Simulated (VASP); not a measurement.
# PbSe (Pm-3m) in VASP: notebook, part 2 of 2

VASP 6.6.1. Earlier steps stand in the parts before.

## Step 3: Single point, PBEsol

This run uses another cell than the first one, of 26.01 Å³/atom, 1.021 times its volume.

INCAR reads:

```
SYSTEM = PbSe
PREC = Accurate
ENCUT = 500
EDIFF = 1E-6
ISMEAR = -1
SIGMA = 0.1
LREAL = .FALSE.
LASPH = .TRUE.
NELM = 120
ALGO = Normal
ISIF = 2
LWAVE = .FALSE.
LCHARG = .FALSE.
GGA = PS
NBANDS = 17
GGA_COMPAT = .FALSE.
```

KPOINTS reads:

```
Automatic mesh
0
G
  6 6 6
  0 0 0
```

POSCAR reads:

```
PbSe
1.0
    3.7331762438      0.0000000000      0.0000000000
    0.0000000000      3.7331762438      0.0000000000
    0.0000000000      0.0000000000      3.7331762438
Pb Se
1 1
Direct
    0.0000000000      0.0000000000      0.0000000000
    0.5000000000      0.5000000000      0.5000000000
```

Potentials or basis: VASP PAW PBE potentials, release 64 (Pb_d, Se).

On the command line:

```
cat potpaw_PBE.64/Pb_d/POTCAR potpaw_PBE.64/Se/POTCAR > POTCAR
mpirun -np 1 vasp_std > vasp.out
```

OUTCAR:

```text
SYSTEM = PbSe
   PREC = Accurate
   ENCUT = 500
   EDIFF = 1E-6
   ISMEAR = -1
   LREAL = .FALSE.
   LASPH = .TRUE.
   NELM = 120
   ISIF = 2
   GGA = PS

 ion  position               nearest neighbor table
   1  0.000  0.000  0.000-   2 3.23   2 3.23   2 3.23   2 3.23   2 3.23   2 3.23   2 3.23   2 3.23

   2  0.500  0.500  0.500-   1 3.23   1 3.23   1 3.23   1 3.23   1 3.23   1 3.23   1 3.23   1 3.23

  LATTYP: Found a simple cubic cell.
 ALAT       =     3.7331762438

  Lattice vectors:

 A1 = (   3.7331762438,   0.0000000000,   0.0000000000)
 A2 = (   0.0000000000,   3.7331762438,   0.0000000000)
 A3 = (   0.0000000000,   0.0000000000,   3.7331762438)

Analysis of symmetry for initial positions (statically):
=====================================================================
 Subroutine PRICEL returns:
 Original cell was already a primitive cell.

 Routine SETGRP: Setting up the symmetry group for a
 simple cubic supercell.

 Subroutine GETGRP returns: Found 48 space group operations
 (whereof 48 operations were pure point group operations)
 out of a pool of 48 trial point group operations.

The static configuration has the point symmetry O_h .

Analysis of symmetry for dynamics (positions and initial velocities):
=====================================================================
 Subroutine PRICEL returns:
 Original cell was already a primitive cell.

 Routine SETGRP: Setting up the symmetry group for a
 simple cubic supercell.

 Subroutine GETGRP returns: Found 48 space group operations
 (whereof 48 operations were pure point group operations)
 out of a pool of 48 trial point group operations.

The dynamic configuration has the point symmetry O_h .

 Subroutine INISYM returns: Found 48 space group operations
 (whereof 48 operations are pure point group operations),
 and found     1 'primitive' translations

----------------------------------------------------------------------------------------

                                     Primitive cell

  volume of cell :      52.0278

  direct lattice vectors                    reciprocal lattice vectors
     3.733176244  0.000000000  0.000000000     0.267868414  0.000000000  0.000000000
     0.000000000  3.733176244  0.000000000     0.000000000  0.267868414  0.000000000
     0.000000000  0.000000000  3.733176244     0.000000000  0.000000000  0.267868414

  length of vectors
     3.733176244  3.733176244  3.733176244     0.267868414  0.267868414  0.267868414

  position of ions in fractional coordinates (direct lattice)
     0.000000000  0.000000000  0.000000000
     0.500000000  0.500000000  0.500000000

  ion indices of the primitive-cell ions
   primitive index   ion index
                 1           1
                 2           2

----------------------------------------------------------------------------------------

 KPOINTS: Automatic mesh

Automatic generation of k-mesh.
 Grid dimensions read from file:
 generate k-points for:    6    6    6

 Generating k-lattice:

  Cartesian coordinates                     Fractional coordinates (reciprocal lattice)
     0.044644736  0.000000000  0.000000000     0.166666667  0.000000000  0.000000000
     0.000000000  0.044644736  0.000000000     0.000000000  0.166666667  0.000000000
     0.000000000  0.000000000  0.044644736     0.000000000  0.000000000  0.166666667

  Length of vectors
     0.044644736  0.044644736  0.044644736

  Shift w.r.t. Gamma in fractional coordinates (k-lattice)
     0.000000000  0.000000000  0.000000000

 Subroutine IBZKPT returns following result:
 ===========================================

 Found     20 irreducible k-points:

 Following reciprocal coordinates:
            Coordinates               Weight
  0.000000  0.000000  0.000000      1.000000
  0.166667  0.000000  0.000000      6.000000
  0.333333  0.000000  0.000000      6.000000
  0.500000  0.000000  0.000000      3.000000
  0.166667  0.166667  0.000000     12.000000
  0.333333  0.166667  0.000000     24.000000
[... 12 lines left out ...]
  0.500000  0.500000  0.333333      6.000000
  0.500000  0.500000  0.500000      1.000000
   k-points           NKPTS =     20   k-points in BZ     NKDIM =     20   number of bands    NBANDS=     17
   number of dos      NEDOS =    301   number of ions     NIONS =      2
   total plane-waves  NPLWV =  21952
   dimension x,y,z NGX =    28 NGY =   28 NGZ =   28
   dimension x,y,z NGXF=    56 NGYF=   56 NGZF=   56
   ions per type =               1   1
   NGX,Y,Z   is equivalent  to a cutoff of  12.47, 12.47, 12.47 a.u.
   NGXF,Y,Z  is equivalent  to a cutoff of  24.94, 24.94, 24.94 a.u.
 SYSTEM =  PbSe
   PREC   = accura    normal or accurate (medium, high low for compatibility)
   ISTART =      0    job   : 0-new  1-cont  2-samecut
   ICHARG =      2    charge: 1-file 2-atom 10-const
   ISPIN  =      1    spin polarized calculation?
   LNONCOLLINEAR =      F non collinear calculations
   LSORBIT =      F    spin-orbit coupling
   LASPH  =      T    aspherical Exc in radial PAW
   ENCUT  =  500.0 eV  36.75 Ry    6.06 a.u.   6.81  6.81  6.81*2*pi/ulx,y,z
   NELM   =    120;   NELMIN=  2; NELMDL= -5     # of ELM steps
   EDIFF  = 0.1E-05   stopping-criterion for ELM
   LREAL  =      F    real-space projection
   EDIFFG = 0.1E-04   stopping-criterion for IOM
   NSW    =      0    number of steps for IOM
   IBRION =     -1    ionic relax: 0-MD 1-quasi-New 2-CG
   NFREE  =      0    steps in history (QN), initial steepest desc. (CG)
   ISIF   =      2    stress and relaxation
   ISYM   =      2    0-nonsym 1-usesym 2-fastsym
   POTIM  = 0.5000    time-step for ionic-motion
   TEBEG  =    0.0;   TEEND  =   0.0 temperature during run
   PSTRESS=    0.0 pullay stress
   NELECT =      20.0000    total number of electrons
   NUPDOWN=      -1.0000    fix difference up-down
   EMIN   =  10.00;   EMAX   =-10.00  energy-range for DOS
   EFERMI =   0.00;   METHOD = LEGACY
   ISMEAR =    -1;   SIGMA  =   0.10  broadening in eV -4-tet -1-fermi 0-gaus
   EFERMI_NEDOS =   21; number of points for ismear=-14 and -15
   IALGO  =     38    algorithm
   IMIX   =      4    mixing-type and parameters
     AMIX     =   0.40;   BMIX     =  1.00
     AMIX_MAG =   1.60;   BMIX_MAG =  1.00
  volume/ion in A,a.u.               =      26.01       175.55
  Fermi-wavevector in a.u.,A,eV,Ry     =   1.190345  2.249427 19.278397  1.416922
  Thomas-Fermi vector in A             =   2.326432
   LORBIT       =      0    0 simple, 1 ext, 2 COOP (PROOUT), +10 PAW based schemes
   GGA     = PS    functional components
   LHFCALC =     F    Hartree Fock is set to
   AEXX    =    0.0000 exact exchange contribution
   IVDW    =     0    specifies the selected vdW correction
   LEPSILON=     F    determine dielectric tensor
   LRPA    =     F    only Hartree local field effects (RPA)
 non-spin polarized calculation
  energy-cutoff  :      500.00
  volume of cell :       52.03
 maximum number of plane-waves:      1357
 NGX is ok and might be reduce to    28
   NGX = 13   NGY = 13   NGZ = 13

 number of electron      20.0000006 magnetization

 Free energy of the ion-electron system (eV)
  ---------------------------------------------------
  ext. energy  EPLUGINS =         0.00000000
  ---------------------------------------------------
  free energy    TOTEN  =        -8.51125195 eV

  energy without entropy =       -8.48023125  energy(sigma->0) =       -8.49574160

 E-fermi :   5.6462     XC(G=0): -10.3154

 val. band max:        5.5878997118   @ k =   0.5000   0.5000   0.0000
 cond. band min:       5.6997460852   @ k =   0.5000   0.0000   0.0000
 fundamental gap:      0.1118463734
 Fermi energy:         5.6461974791

 k-point     1 :       0.0000    0.0000    0.0000
  band No.  band energies     occupation
      1     -11.1944      2.00000
      2     -11.1944      2.00000
      3     -11.0236      2.00000
      4     -11.0236      2.00000
      5     -11.0236      2.00000
      6      -7.8768      2.00000
[... 9 lines left out ...]
     16      17.3542      0.00000
     17      18.5980      0.00000
[... 361 lines left out ...]
 k-point    20 :       0.5000    0.5000    0.5000
  band No.  band energies     occupation
      1     -11.1333      2.00000
      2     -11.1333      2.00000
      3     -11.1333      2.00000
      4     -10.9707      2.00000
      5     -10.9707      2.00000
      6      -5.7507      2.00000
[... 9 lines left out ...]
     16      19.7374      0.00000
     17      23.2497      0.00000

------------------------ aborting loop because EDIFF is reached ----------------------------------------

  FORCE on cell =-STRESS in cart. coord.  units (eV):
  Direction    XX          YY          ZZ          XY          YZ          ZX
  --------------------------------------------------------------------------------------
  -------------------------------------------------------------------------------------
  Total       -0.4136094     -0.4136094     -0.4136094      0.0000000      0.0000000      0.0000000
  in kB      -12.7369513    -12.7369513    -12.7369513      0.0000000      0.0000000      0.0000000
  external PRESSURE =     -12.7369513 kB  Pullay stress =       0.0000000 kB

 VOLUME and BASIS-vectors are now :
 -----------------------------------------------------------------------------
  energy-cutoff  :      500.00
  volume of cell :       52.03
      direct lattice vectors                 reciprocal lattice vectors
     3.733176244  0.000000000  0.000000000     0.267868414  0.000000000  0.000000000
     0.000000000  3.733176244  0.000000000     0.000000000  0.267868414  0.000000000
     0.000000000  0.000000000  3.733176244     0.000000000  0.000000000  0.267868414

 POSITION                                       TOTAL-FORCE (eV/Angst)
 -----------------------------------------------------------------------------------
      0.00000      0.00000      0.00000         0.000000      0.000000      0.000000
      1.86659      1.86659      1.86659         0.000000      0.000000      0.000000
 -----------------------------------------------------------------------------------
    total drift:                               -0.000000      0.000000     -0.000000

  FREE ENERGIE OF THE ION-ELECTRON SYSTEM (eV)
  ---------------------------------------------------
  free  energy   TOTEN  =        -8.5112519547 eV

  energy  without entropy=       -8.4802312522  energy(sigma->0) =       -8.49574160
```

OSZICAR:

```text
N       E                     dE             d eps       ncg     rms          rms(c)
DAV:   1     0.152196948629E+03    0.15220E+03   -0.94357E+03   680   0.120E+03
DAV:   2     0.193873490149E+01   -0.15026E+03   -0.14528E+03   689   0.303E+02
DAV:   3    -0.865327930258E+01   -0.10592E+02   -0.10440E+02   922   0.858E+01
DAV:   4    -0.886978205742E+01   -0.21650E+00   -0.21629E+00   831   0.135E+01
DAV:   5    -0.887700925188E+01   -0.72272E-02   -0.72269E-02   982   0.244E+00    0.276E+00
DAV:   6    -0.851854700664E+01    0.35846E+00   -0.84215E-01  1024   0.696E+00    0.151E+00
DAV:   7    -0.851387771659E+01    0.46693E-02   -0.72403E-02   788   0.137E+00    0.844E-01
DAV:   8    -0.851214859088E+01    0.17291E-02   -0.12731E-02   828   0.101E+00    0.148E-01
DAV:   9    -0.851136285501E+01    0.78574E-03   -0.56519E-03  1003   0.541E-01    0.677E-02
DAV:  10    -0.851129885784E+01    0.63997E-04   -0.10993E-03  1004   0.236E-01    0.330E-02
DAV:  11    -0.851125130628E+01    0.47552E-04   -0.14244E-04   939   0.837E-02    0.484E-03
DAV:  12    -0.851125201251E+01   -0.70623E-06   -0.14190E-05   752   0.196E-02    0.207E-03
DAV:  13    -0.851125195469E+01    0.57819E-07   -0.38818E-07   534   0.645E-03
   1 F= -.85112520E+01 E0= -.84957416E+01  d E =-.310207E-01
```

stdout:

```text
POSCAR found type information on POSCAR PbSe
 POSCAR found :  2 types and       2 ions
 scaLAPACK will be used
 -----------------------------------------------------------------------------
|                                                                             |
|                                                                             |
|     You enforced a specific xc type in the INCAR file but a different       |
|     I HOPE YOU KNOW WHAT YOU ARE DOING!                                     |
|                                                                             |
 -----------------------------------------------------------------------------

 LDA part: xc-table for (Slater+PW92), standard interpolation
 POSCAR, INCAR and KPOINTS ok, starting setup
 FFT: planning ... GRIDC
 FFT: planning ... GRID_SOFT
 FFT: planning ... GRID
 WAVECAR not read
 entering main loop
```

Run time: 8.4 s. Hardware: 1 thread of Intel Xeon 6975P-C (Granite Rapids), shared host; peak memory 0.16 GiB.

Results:

* Free energy: -8.5113 eV
* Pressure: -1.3 GPa
* Band gap on the k mesh: zero (band 10 reaches 5.78 eV, above the bottom of band 11 at 4.87 eV)

Levels at points of the mesh, in eV from the Fermi level:
| k point | band 6 | band 7 | band 8 | band 9 | band 10 | band 11 | band 12 | band 13 | band 14 | band 15 |
| --- | --- | --- | --- | --- | --- | --- | --- | --- | --- | --- |
| (0.00, 0.00, 0.00) | -13.52 | -7.00 | -1.63 | -1.63 | -1.63 | 4.98 | 4.98 | 6.31 | 6.31 | 6.31 |
| (0.50, 0.00, 0.00) | -12.37 | -9.16 | -0.32 | -0.32 | -0.21 | 0.05 | 3.43 | 3.43 | 6.32 | 8.38 |
| (0.50, 0.50, 0.00) | -11.64 | -7.51 | -4.64 | -4.64 | -0.06 | 4.22 | 4.22 | 5.16 | 6.76 | 8.85 |
| (0.50, 0.50, 0.50) | -11.40 | -6.34 | -2.52 | -2.52 | -2.52 | -0.78 | -0.78 | -0.78 | 14.09 | 14.09 |

Caveat: the PAW data sets were made with another functional, which shifts forces and pressure a little; spin-orbit coupling is left out, which moves the levels of the heavy elements.
